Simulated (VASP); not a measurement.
# N2 in VASP: notebook

Runs on N2. Level: r2SCAN. Tasks: single point, relaxation of the atoms.

Program: VASP 6.6.1. These are calculated values, not measurements. Logs are shortened: lines on timing, memory, paths and dates and some standing lists are left out, and cuts for length are marked.

**1. The cell of the first run**

The cell holds a molecule in a box, 2 atoms: a = 9.000 Å, b = 9.500 Å, c = 10.000 Å, α = 90.00°, β = 90.00°, γ = 90.00°.

**2. Single point, r2SCAN**

POSCAR reads:

```
N
1.0
    9.0000000000      0.0000000000      0.0000000000
    0.0000000000      9.5000000000      0.0000000000
    0.0000000000      0.0000000000     10.0000000000
N
2
Direct
    0.5000000000      0.5000000000      0.4453582304
    0.5000000000      0.5000000000      0.5546417696
```

INCAR.step1 reads:

```
ALGO = Normal ; EDIFF = 1E-4
ENCUT = 520 ; GGA = PE
ISMEAR = 0 ; LASPH = T
LCHARG = F ; LREAL = F
LWAVE = T ; NBANDS = 12
NELM = 60 ; PREC = Accurate
SIGMA = 0.02
```

INCAR.step2 reads:

```
ALGO = Normal ; EDIFF = 1E-6
ENCUT = 520 ; ISIF = 2
ISMEAR = 0 ; ISTART = 1
LASPH = T ; LCHARG = F
LMIXTAU = T ; LREAL = F
LWAVE = F ; METAGGA = R2SCAN
NBANDS = 12 ; NELM = 60
PREC = Accurate ; SIGMA = 0.02
```

KPOINTS reads:

```
k-points
0
Gamma
  1 1 1
```

Potentials or basis: VASP PAW PBE potentials, release 64 (N).

Run with:

```sh
$ cat potpaw_PBE.64/N/POTCAR > POTCAR
$ cp INCAR.step1 INCAR
$ mpirun -np 1 vasp_gam > vasp.out
$ cp INCAR.step2 INCAR
$ mpirun -np 1 vasp_gam > vasp.out
```

OUTCAR:

```text
EDIFF = 1E-6
   ENCUT = 520
   ISIF = 2
   ISMEAR = 0
   ISTART = 1
   LASPH = T
   LREAL = F
   METAGGA = R2SCAN
   NELM = 60
   PREC = Accurate

 ion  position               nearest neighbor table
   1  0.500  0.500  0.445-   2 1.09
   2  0.500  0.500  0.555-   1 1.09

  LATTYP: Found a simple orthorhombic cell.
 ALAT       =     9.0000000000
 B/A-ratio  =     1.0555555556
 C/A-ratio  =     1.1111111111

  Lattice vectors:

 A1 = (   9.0000000000,   0.0000000000,   0.0000000000)
 A2 = (   0.0000000000,   9.5000000000,   0.0000000000)
 A3 = (   0.0000000000,   0.0000000000,  10.0000000000)

Analysis of symmetry for initial positions (statically):
=====================================================================
 Subroutine PRICEL returns:
 Original cell was already a primitive cell.

 Routine SETGRP: Setting up the symmetry group for a
 simple orthorhombic supercell.

 Subroutine GETGRP returns: Found  8 space group operations
 (whereof  8 operations were pure point group operations)
 out of a pool of  8 trial point group operations.

The static configuration has the point symmetry D_2h.

Analysis of symmetry for dynamics (positions and initial velocities):
=====================================================================
 Subroutine PRICEL returns:
 Original cell was already a primitive cell.

 Routine SETGRP: Setting up the symmetry group for a
 simple orthorhombic supercell.

 Subroutine GETGRP returns: Found  8 space group operations
 (whereof  8 operations were pure point group operations)
 out of a pool of  8 trial point group operations.

The dynamic configuration has the point symmetry D_2h.

 Subroutine INISYM returns: Found  8 space group operations
 (whereof  8 operations are pure point group operations),
 and found     1 'primitive' translations

----------------------------------------------------------------------------------------

                                     Primitive cell

  volume of cell :     855.0000

  direct lattice vectors                    reciprocal lattice vectors
     9.000000000  0.000000000  0.000000000     0.111111111  0.000000000  0.000000000
     0.000000000  9.500000000  0.000000000     0.000000000  0.105263158  0.000000000
     0.000000000  0.000000000 10.000000000     0.000000000  0.000000000  0.100000000

[... 57 lines left out ...]
   ENCUT  =  520.0 eV  38.22 Ry    6.18 a.u.  16.73 17.66 18.59*2*pi/ulx,y,z
   NELM   =     60;   NELMIN=  2; NELMDL=  0     # of ELM steps
   EDIFF  = 0.1E-05   stopping-criterion for ELM
   LREAL  =      F    real-space projection
   EDIFFG = 0.1E-04   stopping-criterion for IOM
   NSW    =      0    number of steps for IOM
   IBRION =     -1    ionic relax: 0-MD 1-quasi-New 2-CG
   NFREE  =      0    steps in history (QN), initial steepest desc. (CG)
   ISIF   =      2    stress and relaxation
   ISYM   =      2    0-nonsym 1-usesym 2-fastsym
   POTIM  = 0.5000    time-step for ionic-motion
   TEBEG  =    0.0;   TEEND  =   0.0 temperature during run
   PSTRESS=    0.0 pullay stress
   NELECT =      10.0000    total number of electrons
   NUPDOWN=      -1.0000    fix difference up-down
   EMIN   =  10.00;   EMAX   =-10.00  energy-range for DOS
   EFERMI =   0.00;   METHOD = LEGACY
   ISMEAR =     0;   SIGMA  =   0.02  broadening in eV -4-tet -1-fermi 0-gaus
   EFERMI_NEDOS =   21; number of points for ismear=-14 and -15
   IALGO  =     38    algorithm
   IMIX   =      4    mixing-type and parameters
     AMIX     =   0.40;   BMIX     =  1.00
     AMIX_MAG =   1.60;   BMIX_MAG =  1.00
  volume/ion in A,a.u.               =     427.50      2884.91
  Fermi-wavevector in a.u.,A,eV,Ry     =   0.371609  0.702239  1.878872  0.138093
  Thomas-Fermi vector in A             =   1.299861
   LORBIT       =      0    0 simple, 1 ext, 2 COOP (PROOUT), +10 PAW based schemes
   METAGGA = R2SCAN    functional components
   LHFCALC =     F    Hartree Fock is set to
   AEXX    =    0.0000 exact exchange contribution
   IVDW    =     0    specifies the selected vdW correction
   LEPSILON=     F    determine dielectric tensor
   LRPA    =     F    only Hartree local field effects (RPA)
 non-spin polarized calculation
 Gauss-broadening in eV      SIGMA  =   0.02
  energy-cutoff  :      520.00
  volume of cell :      855.00
 maximum number of plane-waves:     11510
 NGX is ok and might be reduce to    70
   NGX = 33   NGY = 35   NGZ = 37

 number of electron      10.0000001 magnetization

 number of electron       9.9999999 magnetization

 Free energy of the ion-electron system (eV)
  ---------------------------------------------------
  ext. energy  EPLUGINS =         0.00000000
  ---------------------------------------------------
  free energy    TOTEN  =       -18.19912982 eV

  energy without entropy =      -18.19912982  energy(sigma->0) =      -18.19912982

 E-fermi : -10.3637     XC(G=0):  -0.4513

 val. band max:      -10.5244874717   @ k =   0.0000   0.0000   0.0000
 cond. band min:      -1.4352565143   @ k =   0.0000   0.0000   0.0000
 fundamental gap:      9.0892309574
 Fermi energy:       -10.3636566190

 k-point     1 :       0.0000    0.0000    0.0000
  band No.  band energies     occupation
      1     -29.7362      2.00000
      2     -14.0129      2.00000
      3     -11.9035      2.00000
      4     -11.9035      2.00000
      5     -10.5245      2.00000
      6      -1.4353      0.00000
      7      -1.4349      0.00000
      8       0.1307      0.00000
      9       1.5552      0.00000
     10       1.6374      0.00000
     11       1.7025      0.00000
     12       1.7852      0.00000

------------------------ aborting loop because EDIFF is reached ----------------------------------------

  FORCE on cell =-STRESS in cart. coord.  units (eV):
  Direction    XX          YY          ZZ          XY          YZ          ZX
  --------------------------------------------------------------------------------------
  -------------------------------------------------------------------------------------
  Total       -0.0776711     -0.0746020      2.4586304     -0.0000000      0.0000000      0.0000000
  in kB       -0.1455473     -0.1397961      4.6072068     -0.0000000      0.0000000      0.0000000
  external PRESSURE =       1.4406212 kB  Pullay stress =       0.0000000 kB

 VOLUME and BASIS-vectors are now :
 -----------------------------------------------------------------------------
  energy-cutoff  :      520.00
  volume of cell :      855.00
      direct lattice vectors                 reciprocal lattice vectors
     9.000000000  0.000000000  0.000000000     0.111111111  0.000000000  0.000000000
     0.000000000  9.500000000  0.000000000     0.000000000  0.105263158  0.000000000
     0.000000000  0.000000000 10.000000000     0.000000000  0.000000000  0.100000000

 POSITION                                       TOTAL-FORCE (eV/Angst)
 -----------------------------------------------------------------------------------
      4.50000      4.75000      4.45358         0.000000      0.000000     -2.349210
      4.50000      4.75000      5.54642         0.000000      0.000000      2.349210
 -----------------------------------------------------------------------------------
    total drift:                                0.000000      0.000000      0.000000

  FREE ENERGIE OF THE ION-ELECTRON SYSTEM (eV)
  ---------------------------------------------------
  free  energy   TOTEN  =       -18.1991298153 eV

  energy  without entropy=      -18.1991298153  energy(sigma->0) =      -18.19912982
```

OUTCAR.step1:

```text
EDIFF = 1E-4
   ENCUT = 520
   GGA = PE
   ISMEAR = 0
   LASPH = T
[... 214 lines left out ...]
 -----------------------------------------------------------------------------------
      4.50000      4.75000      4.45358         0.000000      0.000000     -3.327521
      4.50000      4.75000      5.54642         0.000000      0.000000      3.327521
 -----------------------------------------------------------------------------------
    total drift:                                0.000000      0.000000      0.000000

  FREE ENERGIE OF THE ION-ELECTRON SYSTEM (eV)
  ---------------------------------------------------
  free  energy   TOTEN  =       -16.6188114442 eV

  energy  without entropy=      -16.6188114442  energy(sigma->0) =      -16.61881144
```

OSZICAR.step1:

```text
N       E                     dE             d eps       ncg     rms          rms(c)
DAV:   1     0.117093235656E+03    0.11709E+03   -0.21691E+03    24   0.440E+02
DAV:   2     0.275508670185E+02   -0.89542E+02   -0.88753E+02    44   0.680E+01
DAV:   3    -0.139841585330E+02   -0.41535E+02   -0.41387E+02    32   0.806E+01
DAV:   4    -0.175312874800E+02   -0.35471E+01   -0.35459E+01    28   0.349E+01
DAV:   5    -0.175560190390E+02   -0.24732E-01   -0.24732E-01    32   0.299E+00    0.815E+00
DAV:   6    -0.167980006817E+02    0.75802E+00   -0.10347E+00    24   0.662E+00    0.462E+00
DAV:   7    -0.166220516943E+02    0.17595E+00   -0.76709E-01    32   0.553E+00    0.122E+00
DAV:   8    -0.166146692819E+02    0.73824E-02   -0.54541E-02    28   0.159E+00    0.187E-01
DAV:   9    -0.166146259263E+02    0.43356E-04   -0.26907E-03    32   0.358E-01    0.829E-02
DAV:  10    -0.166159569156E+02   -0.13310E-02   -0.24460E-04    28   0.910E-02    0.399E-02
DAV:  11    -0.166168872894E+02   -0.93037E-03   -0.25285E-04    28   0.786E-02    0.220E-02
DAV:  12    -0.166182984977E+02   -0.14112E-02   -0.15608E-04    32   0.545E-02    0.284E-02
DAV:  13    -0.166184235137E+02   -0.12502E-03   -0.13619E-05    32   0.162E-02    0.864E-03
DAV:  14    -0.166187546486E+02   -0.33113E-03   -0.20672E-05    24   0.196E-02    0.265E-03
DAV:  15    -0.166188114442E+02   -0.56796E-04   -0.22374E-06    32   0.661E-03
   1 F= -.16618811E+02 E0= -.16618811E+02  d E =-.378953E-32
```

It took 2.2 min on 1 thread of Intel Xeon 6975P-C (Granite Rapids), shared host; peak memory 0.86 GiB.

What came out:

```yaml
Free_energy: -18.1991 eV
Largest_force: 2.349 eV/Å
Gap_between_the_frontier_levels: 9.09 eV
```

Forces in eV/Å, atoms in the order of the input:
```
N    0.000  0.000 -2.349
N    0.000  0.000  2.349
```

Levels at points of the mesh, in eV from the valence-band top:
| k point | band 3 | band 4 | band 5 | band 6 | band 7 | band 8 |
| --- | --- | --- | --- | --- | --- | --- |
| (0.00, 0.00, 0.00) | -1.38 | -1.38 | 0.00 | 9.09 | 9.09 | 10.66 |

Caveat: the standard files for N, O and F lose accuracy on very short bonds; the PAW data sets were made with another functional, which shifts forces and pressure a little.

**3. Relaxation of the atoms, r2SCAN**

POSCAR reads:

```
N
1.0
    9.0000000000      0.0000000000      0.0000000000
    0.0000000000      9.5000000000      0.0000000000
    0.0000000000      0.0000000000     10.0000000000
N
2
Direct
    0.5000000000      0.5000000000      0.4445000000
    0.5000000000      0.5000000000      0.5555000000
```

INCAR.step1 reads:

```
SYSTEM = N
ALGO = Normal ; EDIFF = 1E-4
ENCUT = 520 ; GGA = PE
ISMEAR = 0 ; LASPH = .True.
LCHARG = .False. ; LREAL = .False.
LWAVE = .True. ; NELM = 60
PREC = Accurate ; SIGMA = 0.02
```

INCAR.step2 reads:

```
SYSTEM = N
ALGO = Normal ; EDIFF = 1E-6
EDIFFG = -0.03 ; ENCUT = 520
IBRION = 2 ; ISIF = 2
ISMEAR = 0 ; ISTART = 1
LASPH = .True. ; LCHARG = .False.
LMIXTAU = .True. ; LREAL = .False.
LWAVE = .False. ; METAGGA = R2SCAN
NELM = 60 ; NSW = 50
PREC = Accurate ; SIGMA = 0.02
```

KPOINTS reads:

```
k-points
0
Gamma
  1 1 1
  0 0 0
```

Potentials or basis: VASP PAW PBE potentials, release 64 (N).

Run with:

```sh
$ cat potpaw_PBE.64/N/POTCAR > POTCAR
$ cp INCAR.step1 INCAR
$ mpirun -np 1 vasp_gam > vasp.out
$ cp INCAR.step2 INCAR
$ mpirun -np 1 vasp_gam > vasp.out
```

OUTCAR:

```text
SYSTEM = N
   EDIFF = 1E-6
   EDIFFG = -0.03
   ENCUT = 520
   IBRION = 2
   ISIF = 2
   ISMEAR = 0
   ISTART = 1
   LASPH = .True.
   LREAL = .False.
   METAGGA = R2SCAN
   NELM = 60
   NSW = 50
   PREC = Accurate

 ion  position               nearest neighbor table
   1  0.500  0.500  0.444-   2 1.11
   2  0.500  0.500  0.556-   1 1.11

  LATTYP: Found a simple orthorhombic cell.
 ALAT       =     9.0000000000
 B/A-ratio  =     1.0555555556
 C/A-ratio  =     1.1111111111

  Lattice vectors:

 A1 = (   9.0000000000,   0.0000000000,   0.0000000000)
[... 161 lines left out ...]
  FORCE on cell =-STRESS in cart. coord.  units (eV):
  Direction    XX          YY          ZZ          XY          YZ          ZX
  --------------------------------------------------------------------------------------
  -------------------------------------------------------------------------------------
  Total       -0.0715993     -0.0684557     -0.6673567      0.0000000      0.0000000      0.0000000
  in kB       -0.1341694     -0.1282786     -1.2505541      0.0000000      0.0000000      0.0000000
  external PRESSURE =      -0.5043340 kB  Pullay stress =       0.0000000 kB
[... 59 lines left out ...]
--------------------------------------- Ionic step        3  -------------------------------------------

 number of electron      10.0000001 magnetization

 Free energy of the ion-electron system (eV)
  ---------------------------------------------------
  ext. energy  EPLUGINS =         0.00000000
  ---------------------------------------------------
  free energy    TOTEN  =       -18.21535954 eV

  energy without entropy =      -18.21535954  energy(sigma->0) =      -18.21535954

 E-fermi : -10.3992     XC(G=0):  -0.4274

 val. band max:      -10.5082760965   @ k =   0.0000   0.0000   0.0000
 cond. band min:      -1.6019970146   @ k =   0.0000   0.0000   0.0000
 fundamental gap:      8.9062790819
 Fermi energy:       -10.3992035478

 k-point     1 :       0.0000    0.0000    0.0000
  band No.  band energies     occupation
      1     -29.4997      2.00000
      2     -14.1129      2.00000
      3     -11.7774      2.00000
      4     -11.7774      2.00000
      5     -10.5083      2.00000
      6      -1.6020      0.00000
      7      -1.6017      0.00000
      8       0.1571      0.00000
      9       1.5791      0.00000
[... 27 lines left out ...]
  FREE ENERGIE OF THE ION-ELECTRON SYSTEM (eV)
  ---------------------------------------------------
  free  energy   TOTEN  =       -18.2153595435 eV

  energy  without entropy=      -18.2153595435  energy(sigma->0) =      -18.21535954

 reached required accuracy - stopping structural energy minimisation
```

Run time: 4.4 min. Hardware: 1 thread of Intel Xeon 6975P-C (Granite Rapids), shared host; peak memory 0.93 GiB.

What came out:

```yaml
Free_energy: -18.2154 eV
Energy_gained_by_relaxing: 0.5 meV/atom
Ionic_steps: 3
Largest_force_after_relaxing: 0.009 eV/Å
Gap_between_the_frontier_levels: 8.91 eV
```

Forces on the atoms (eV/Å):
```
N    0.000  0.000 -0.009
N    0.000  0.000  0.009
```

Step by step:
```csv
step,energy change (eV),largest force (eV/Å),pressure (GPa)
1,0.0000,0.5209,-0.05
2,0.1990,9.0149,0.57
3,-0.0009,0.0092,-0.02
```

Final structure:
```cif
data_structure
_symmetry_space_group_name_H-M 'P 1'
_symmetry_Int_Tables_number 1
_cell_length_a 9.0000
_cell_length_b 9.5000
_cell_length_c 10.0000
_cell_angle_alpha 90.000
_cell_angle_beta 90.000
_cell_angle_gamma 90.000
_cell_volume 855.00
loop_
_atom_site_label
_atom_site_type_symbol
_atom_site_fract_x
_atom_site_fract_y
_atom_site_fract_z
_atom_site_occupancy
N1 N 0.50000 0.50000 0.44467 1
N2 N 0.50000 0.50000 0.55533 1
```

Levels at points of the mesh, in eV from the valence-band top:
| k point | band 2 | band 3 | band 4 | band 5 | band 6 | band 7 | band 8 | band 9 |
| --- | --- | --- | --- | --- | --- | --- | --- | --- |
| (0.00, 0.00, 0.00) | -3.60 | -1.27 | -1.27 | 0.00 | 8.91 | 8.91 | 10.67 | 12.09 |

Caveat: the standard files for N, O and F lose accuracy on very short bonds; the PAW data sets were made with another functional, which shifts forces and pressure a little.
